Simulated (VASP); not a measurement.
# NiI3 (Pm-3m) in VASP: single point with PBE+U

Aim: the single point of NiI3 with PBE+U.

Program: VASP 6.6.1. These are calculated values, not measurements. Logs are shortened: lines on timing, memory, paths and dates and some standing lists are left out, and cuts for length are marked.

### Step 1. The cell of the first run

It takes space group Pm-3m (No. 221, cubic). The conventional cell has a = 5.559 Å, b = 5.559 Å, c = 5.559 Å, α = 90.00°, β = 90.00°, γ = 90.00°. Within 3.7 Å of Ni (site symmetry m-3m) lie 6 I at 2.78 Å. I (site symmetry 4/mmm) has 2 Ni at 2.78 Å within 3.7 Å.

### Step 2. Single point, PBE+U

INCAR

```
SYSTEM = NiI3
ALGO = Normal
EDIFF = 1E-6
ENCUT = 520
GGA = PE
ISIF = 2
ISMEAR = 0
LASPH = .True.
LCHARG = .False.
LDAU = .True.
LDAUJ = 0 0
LDAUL = 2 -1
LDAUPRINT = 1
LDAUTYPE = 2
LDAUU = 6.2 0
LMAXMIX = 4
LREAL = .False.
LWAVE = .False.
NBANDS = 24
NELM = 150
PREC = Accurate
SIGMA = 0.05
```

KPOINTS

```
k-points
0
Gamma
  6 6 6
  0 0 0
```

POSCAR

```
NiI3
1.0
    5.5589997942      0.0000000000      0.0000000000
    0.0000000000      5.5589997942      0.0000000000
    0.0000000000      0.0000000000      5.5589997942
Ni I
1 3
Direct
    0.0000000000      0.0000000000      0.0000000000
    0.5000000000      0.0000000000      0.0000000000
    0.0000000000      0.0000000000      0.5000000000
    0.0000000000      0.5000000000      0.0000000000
```

Potentials or basis: VASP PAW PBE potentials, release 64 (Ni, I).

Launch:

```
cat potpaw_PBE.64/Ni/POTCAR potpaw_PBE.64/I/POTCAR > POTCAR
mpirun -np 1 vasp_std > vasp.out
```

OUTCAR:

```text
SYSTEM = NiI3
   EDIFF = 1E-6
   ENCUT = 520
   GGA = PE
   ISIF = 2
   ISMEAR = 0
   LASPH = .True.
   LREAL = .False.
   NELM = 150
   PREC = Accurate

 ion  position               nearest neighbor table
   1  0.000  0.000  0.000-   2 2.78   3 2.78   4 2.78   3 2.78   4 2.78   2 2.78
   2  0.500  0.000  0.000-   1 2.78   1 2.78
   3  0.000  0.000  0.500-   1 2.78   1 2.78
   4  0.000  0.500  0.000-   1 2.78   1 2.78

  LATTYP: Found a simple cubic cell.
 ALAT       =     5.5589997942

  Lattice vectors:

 A1 = (   5.5589997942,   0.0000000000,   0.0000000000)
 A2 = (   0.0000000000,   5.5589997942,   0.0000000000)
 A3 = (   0.0000000000,   0.0000000000,   5.5589997942)

Analysis of symmetry for initial positions (statically):
=====================================================================
 Subroutine PRICEL returns:
 Original cell was already a primitive cell.

 Routine SETGRP: Setting up the symmetry group for a
 simple cubic supercell.

 Subroutine GETGRP returns: Found 48 space group operations
 (whereof 48 operations were pure point group operations)
 out of a pool of 48 trial point group operations.

The static configuration has the point symmetry O_h .

Analysis of symmetry for dynamics (positions and initial velocities):
=====================================================================
 Subroutine PRICEL returns:
 Original cell was already a primitive cell.

 Routine SETGRP: Setting up the symmetry group for a
 simple cubic supercell.

 Subroutine GETGRP returns: Found 48 space group operations
 (whereof 48 operations were pure point group operations)
 out of a pool of 48 trial point group operations.

The dynamic configuration has the point symmetry O_h .

 Subroutine INISYM returns: Found 48 space group operations
 (whereof 48 operations are pure point group operations),
 and found     1 'primitive' translations

----------------------------------------------------------------------------------------

                                     Primitive cell

  volume of cell :     171.7869

  direct lattice vectors                    reciprocal lattice vectors
     5.558999794  0.000000000  0.000000000     0.179888476  0.000000000  0.000000000
     0.000000000  5.558999794  0.000000000     0.000000000  0.179888476  0.000000000
     0.000000000  0.000000000  5.558999794     0.000000000  0.000000000  0.179888476

  length of vectors
     5.558999794  5.558999794  5.558999794     0.179888476  0.179888476  0.179888476

  position of ions in fractional coordinates (direct lattice)
     0.000000000  0.000000000  0.000000000
     0.500000000  0.000000000  0.000000000
     0.000000000  0.000000000  0.500000000
     0.000000000  0.500000000  0.000000000

  ion indices of the primitive-cell ions
   primitive index   ion index
                 1           1
                 2           2
                 3           3
                 4           4

----------------------------------------------------------------------------------------

 KPOINTS: k-points

Automatic generation of k-mesh.
 Grid dimensions read from file:
 generate k-points for:    6    6    6

 Generating k-lattice:

  Cartesian coordinates                     Fractional coordinates (reciprocal lattice)
     0.029981413  0.000000000  0.000000000     0.166666667  0.000000000  0.000000000
     0.000000000  0.029981413  0.000000000     0.000000000  0.166666667  0.000000000
     0.000000000  0.000000000  0.029981413     0.000000000  0.000000000  0.166666667

  Length of vectors
     0.029981413  0.029981413  0.029981413

  Shift w.r.t. Gamma in fractional coordinates (k-lattice)
     0.000000000  0.000000000  0.000000000

 Subroutine IBZKPT returns following result:
 ===========================================

 Found     20 irreducible k-points:

 Following reciprocal coordinates:
            Coordinates               Weight
  0.000000  0.000000  0.000000      1.000000
  0.166667  0.000000  0.000000      6.000000
  0.333333  0.000000  0.000000      6.000000
  0.500000  0.000000  0.000000      3.000000
  0.166667  0.166667  0.000000     12.000000
  0.333333  0.166667  0.000000     24.000000
[... 12 lines left out ...]
  0.500000  0.500000  0.333333      6.000000
  0.500000  0.500000  0.500000      1.000000
   k-points           NKPTS =     20   k-points in BZ     NKDIM =     20   number of bands    NBANDS=     24
   number of dos      NEDOS =    301   number of ions     NIONS =      4
   total plane-waves  NPLWV =  74088
   dimension x,y,z NGX =    42 NGY =   42 NGZ =   42
   dimension x,y,z NGXF=    84 NGYF=   84 NGZF=   84
   ions per type =               1   3
   NGX,Y,Z   is equivalent  to a cutoff of  12.56, 12.56, 12.56 a.u.
   NGXF,Y,Z  is equivalent  to a cutoff of  25.12, 25.12, 25.12 a.u.
 SYSTEM =  NiI3
   PREC   = accura    normal or accurate (medium, high low for compatibility)
   ISTART =      0    job   : 0-new  1-cont  2-samecut
   ICHARG =      2    charge: 1-file 2-atom 10-const
   ISPIN  =      1    spin polarized calculation?
   LNONCOLLINEAR =      F non collinear calculations
   LSORBIT =      F    spin-orbit coupling
   LASPH  =      T    aspherical Exc in radial PAW
   ENCUT  =  520.0 eV  38.22 Ry    6.18 a.u.  10.34 10.34 10.34*2*pi/ulx,y,z
   NELM   =    150;   NELMIN=  2; NELMDL= -5     # of ELM steps
   EDIFF  = 0.1E-05   stopping-criterion for ELM
   LREAL  =      F    real-space projection
[... 7 lines left out ...]
   TEBEG  =    0.0;   TEEND  =   0.0 temperature during run
   PSTRESS=    0.0 pullay stress
   NELECT =      31.0000    total number of electrons
   NUPDOWN=      -1.0000    fix difference up-down
   EMIN   =  10.00;   EMAX   =-10.00  energy-range for DOS
   EFERMI =   0.00;   METHOD = LEGACY
   ISMEAR =     0;   SIGMA  =   0.05  broadening in eV -4-tet -1-fermi 0-gaus
   EFERMI_NEDOS =   21; number of points for ismear=-14 and -15
   IALGO  =     38    algorithm
   IMIX   =      4    mixing-type and parameters
     AMIX     =   0.40;   BMIX     =  1.00
     AMIX_MAG =   1.60;   BMIX_MAG =  1.00
  volume/ion in A,a.u.               =      42.95       289.82
  Fermi-wavevector in a.u.,A,eV,Ry     =   0.925121  1.748226 11.644541  0.855850
  Thomas-Fermi vector in A             =   2.050941
   LORBIT       =      0    0 simple, 1 ext, 2 COOP (PROOUT), +10 PAW based schemes
 LDA+U is selected, type is set to LDAUTYPE =  2
   angular momentum for each species LDAUL =     2   -1
   U (eV)           for each species LDAUU =   6.2  0.0
   J (eV)           for each species LDAUJ =   0.0  0.0
   GGA     = PE    functional components
   LHFCALC =     F    Hartree Fock is set to
   AEXX    =    0.0000 exact exchange contribution
   IVDW    =     0    specifies the selected vdW correction
   LEPSILON=     F    determine dielectric tensor
   LRPA    =     F    only Hartree local field effects (RPA)
 non-spin polarized calculation
 Gauss-broadening in eV      SIGMA  =   0.05
  energy-cutoff  :      520.00
  volume of cell :      171.79
 maximum number of plane-waves:      4680
 NGX is ok and might be reduce to    42
   NGX = 21   NGY = 21   NGZ = 21

atom =   1  type =  1  l = 2

 onsite density matrix

spin component  1

  0.9601 -0.0000 -0.0000  0.0000 -0.0000
 -0.0000  0.9601  0.0000  0.0000  0.0000
 -0.0000  0.0000  0.7164 -0.0000 -0.0000
  0.0000  0.0000 -0.0000  0.9601 -0.0000
 -0.0000  0.0000 -0.0000 -0.0000  0.7164

spin component  2

  0.9601 -0.0000 -0.0000  0.0000 -0.0000
 -0.0000  0.9601  0.0000  0.0000  0.0000
 -0.0000  0.0000  0.7164 -0.0000 -0.0000
  0.0000  0.0000 -0.0000  0.9601 -0.0000
 -0.0000  0.0000 -0.0000 -0.0000  0.7164

 occupancies and eigenvectors

  o =  0.7164  v =  0.0000 -0.0000 -0.0326  0.0000 -0.9995  0.0000  0.0000  0.0000  0.0000  0.0000      0.0000  0.0000  0.0000  0.0000  0.0000  0.0000  0.0000  0.0000  0.0000  0.0000
  o =  0.7164  v =  0.0000  0.0000  0.0000  0.0000  0.0000  0.0000 -0.0000 -0.0326  0.0000 -0.9995      0.0000  0.0000  0.0000  0.0000  0.0000  0.0000  0.0000  0.0000  0.0000  0.0000
  o =  0.7164  v =  0.0000 -0.0000  0.9995  0.0000 -0.0326  0.0000  0.0000  0.0000  0.0000  0.0000      0.0000  0.0000  0.0000  0.0000  0.0000  0.0000  0.0000  0.0000  0.0000  0.0000
  o =  0.7164  v =  0.0000  0.0000  0.0000  0.0000  0.0000  0.0000 -0.0000  0.9995  0.0000 -0.0326      0.0000  0.0000  0.0000  0.0000  0.0000  0.0000  0.0000  0.0000  0.0000  0.0000
  o =  0.9601  v =  0.0000  0.5880  0.0000 -0.8088 -0.0000  0.0000  0.0000  0.0000  0.0000  0.0000      0.0000  0.0000  0.0000  0.0000  0.0000  0.0000  0.0000  0.0000  0.0000  0.0000
  o =  0.9601  v =  0.0000  0.0000  0.0000  0.0000  0.0000  1.0000  0.0000  0.0000  0.0000  0.0000      0.0000  0.0000  0.0000  0.0000  0.0000  0.0000  0.0000  0.0000  0.0000  0.0000
  o =  0.9601  v =  1.0000  0.0000  0.0000  0.0000  0.0000  0.0000  0.0000  0.0000  0.0000  0.0000      0.0000  0.0000  0.0000  0.0000  0.0000  0.0000  0.0000  0.0000  0.0000  0.0000
  o =  0.9601  v =  0.0000  0.0000  0.0000  0.0000  0.0000  0.0000  0.5880  0.0000 -0.8088 -0.0000      0.0000  0.0000  0.0000  0.0000  0.0000  0.0000  0.0000  0.0000  0.0000  0.0000
  o =  0.9601  v =  0.0000  0.0000  0.0000  0.0000  0.0000  0.0000  0.8088  0.0000  0.5880 -0.0000      0.0000  0.0000  0.0000  0.0000  0.0000  0.0000  0.0000  0.0000  0.0000  0.0000
  o =  0.9601  v =  0.0000  0.8088  0.0000  0.5880 -0.0000  0.0000  0.0000  0.0000  0.0000  0.0000      0.0000  0.0000  0.0000  0.0000  0.0000  0.0000  0.0000  0.0000  0.0000  0.0000

 number of electron      30.9999982 magnetization

 Free energy of the ion-electron system (eV)
  ---------------------------------------------------
  ext. energy  EPLUGINS =         0.00000000
  ---------------------------------------------------
  free energy    TOTEN  =        -5.83260565 eV

  energy without entropy =       -5.81887384  energy(sigma->0) =       -5.82573974

 E-fermi :   1.0689     XC(G=0):  -7.3562

 val. band max:        1.0680960640   @ k =   0.3333   0.3333   0.1667
 cond. band min:       1.0710977756   @ k =   0.3333   0.1667   0.1667
 fundamental gap:      0.0030017116
 Fermi energy:         1.0688929833

 k-point     1 :       0.0000    0.0000    0.0000
  band No.  band energies     occupation
      1     -11.3227      2.00000
      2     -10.3200      2.00000
      3     -10.3200      2.00000
      4      -2.1183      2.00000
      5      -2.1183      2.00000
      6      -2.1183      2.00000
[... 529 lines left out ...]
     23      10.2049      0.00000
     24      10.2049      0.00000

------------------------ aborting loop because EDIFF is reached ----------------------------------------

  FORCE on cell =-STRESS in cart. coord.  units (eV):
  Direction    XX          YY          ZZ          XY          YZ          ZX
  --------------------------------------------------------------------------------------
  -------------------------------------------------------------------------------------
  Total       -3.1571804     -3.1571804     -3.1571804      0.0000000      0.0000000      0.0000000
  in kB      -29.4455729    -29.4455729    -29.4455729      0.0000000      0.0000000      0.0000000
  external PRESSURE =     -29.4455729 kB  Pullay stress =       0.0000000 kB

 VOLUME and BASIS-vectors are now :
 -----------------------------------------------------------------------------
  energy-cutoff  :      520.00
  volume of cell :      171.79
      direct lattice vectors                 reciprocal lattice vectors
     5.558999794  0.000000000  0.000000000     0.179888476  0.000000000  0.000000000
     0.000000000  5.558999794  0.000000000     0.000000000  0.179888476  0.000000000
     0.000000000  0.000000000  5.558999794     0.000000000  0.000000000  0.179888476

 POSITION                                       TOTAL-FORCE (eV/Angst)
 -----------------------------------------------------------------------------------
      0.00000      0.00000      0.00000         0.000000      0.000000      0.000000
      2.77950      0.00000      0.00000         0.000000      0.000000      0.000000
      0.00000      0.00000      2.77950         0.000000      0.000000      0.000000
      0.00000      2.77950      0.00000         0.000000      0.000000      0.000000
 -----------------------------------------------------------------------------------
    total drift:                               -0.000000     -0.000000     -0.000000

  FREE ENERGIE OF THE ION-ELECTRON SYSTEM (eV)
  ---------------------------------------------------
  free  energy   TOTEN  =        -5.8326056451 eV

  energy  without entropy=       -5.8188738353  energy(sigma->0) =       -5.82573974
```

It took 46 s on 1 thread of AMD EPYC 9R45 (Zen 5), shared host; peak memory 0.26 GiB.

What came out:

```yaml
Free_energy: -5.8326 eV
Pressure: -2.9 GPa
Band_gap_on_the_k_mesh: zero (an odd number of electrons rules out a gap without spin polarisation)
```

Levels at points of the mesh, in eV from the Fermi level:
```
           k point  band 12  band 13  band 14  band 15  band 16  band 17  band 18  band 19
(0.00, 0.00, 0.00)    -0.75    -0.75    -0.75    -0.28    -0.28    -0.28     1.76     4.95
(0.50, 0.00, 0.00)    -0.97    -0.88    -0.88    -0.45    -0.45    -0.43     4.62     6.22
(0.50, 0.50, 0.00)    -1.30    -0.85    -0.85    -0.83     0.23     1.39     6.17     6.17
(0.50, 0.50, 0.50)    -1.57     0.24     0.24     0.24     1.41     1.41     5.11     5.44
```

Eigenvalues of the final occupation matrices:
```tsv
site	spin	trace	eigenvalues
site 1 d	1	4.31	0.72 0.72 0.96 0.96 0.96
site 1 d	2	4.31	0.72 0.72 0.96 0.96 0.96
```

Caveat: spin-orbit coupling is left out, which moves the levels of the heavy elements; an odd number of electrons without spin polarisation forces a metal; a magnetic or distorted state may lie lower; the run has no spin polarisation, though such a crystal can be magnetic; U without spin polarisation on a metal has little footing.
